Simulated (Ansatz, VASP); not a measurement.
## LiH: VASP beside Ansatz

POSCAR

```
LiH
1.0
    0.0000000000      2.0029948335      2.0029948335
    2.0029948335      0.0000000000      2.0029948335
    2.0029948335      2.0029948335      0.0000000000
Li H
1 1
Direct
    0.0000000000      0.0000000000      0.0000000000
    0.5000000000      0.5000000000      0.5000000000
```

Contents of INCAR.step1:

```
SYSTEM = LiH
PREC = Accurate ; ENCUT = 520
ISMEAR = 0 ; SIGMA = 0.01
LREAL = .FALSE. ; LASPH = .TRUE.
NELM = 60 ; ISYM = 0
NBANDS = 9 ; GGA = PE
ALGO = Normal ; EDIFF = 1E-4
LWAVE = .TRUE. ; LCHARG = .FALSE.
```

INCAR.step2

```
SYSTEM = LiH
PREC = Accurate ; ENCUT = 520
EDIFF = 1E-6 ; ISMEAR = 0
SIGMA = 0.01 ; LREAL = .FALSE.
LASPH = .TRUE. ; NELM = 60
ALGO = Normal ; ISIF = 2
LWAVE = .FALSE. ; LCHARG = .FALSE.
METAGGA = R2SCAN ; LMIXTAU = .TRUE.
ISYM = 0 ; NBANDS = 9
ISTART = 1
```

Contents of KPOINTS:

```
Automatic mesh
0
G
  8 8 8
  0 0 0
```

Input for Ansatz:

```yaml
crystal:
  lattice:
    - [0.0, 2.0029948335, 2.0029948335]
    - [2.0029948335, 0.0, 2.0029948335]
    - [2.0029948335, 2.0029948335, 0.0]
  atoms:
    - { symbol: Li, position: [0.0, 0.0, 0.0] }
    - { symbol: H, position: [0.5, 0.5, 0.5] }
  symmetry: { detect: false }
kpoints:
  mp_grid: { grid: [8, 8, 8] }
hamiltonian:
  xc: r2scan
scf:
  occupations: { method: fixed }
  n_extra_bands: 4
output:
  forces: true
  stress: true
  eigenvalues: true
```

Alike in both runs: task single point; functional r2SCAN; k mesh 8 × 8 × 8; no spin polarisation.

|  | VASP | Ansatz |
| --- | --- | --- |
| version | VASP 6.6.1 | Ansatz 0.2.0 |
| potentials or method | VASP PAW PBE potentials, release 64 (Li_sv, H) | plane waves |
| plane-wave cutoff (eV) | 520 | 500 |
| occupations | gaussian, width 0.01 eV | fixed |
| valence electrons in the cell | 4 | 4 |

Ansatz gave:

- gap on the k mesh at the Fermi level (eV): 3.63

Question: Which values does VASP return?

Answer: gap on the k mesh at the Fermi level (eV): 3.58.

VASP's potentials were made for PBE, not for r2SCAN.

Noted on VASP's run: the cutoff is under 1.25 times that of the potentials, so the pressure is a little rough.
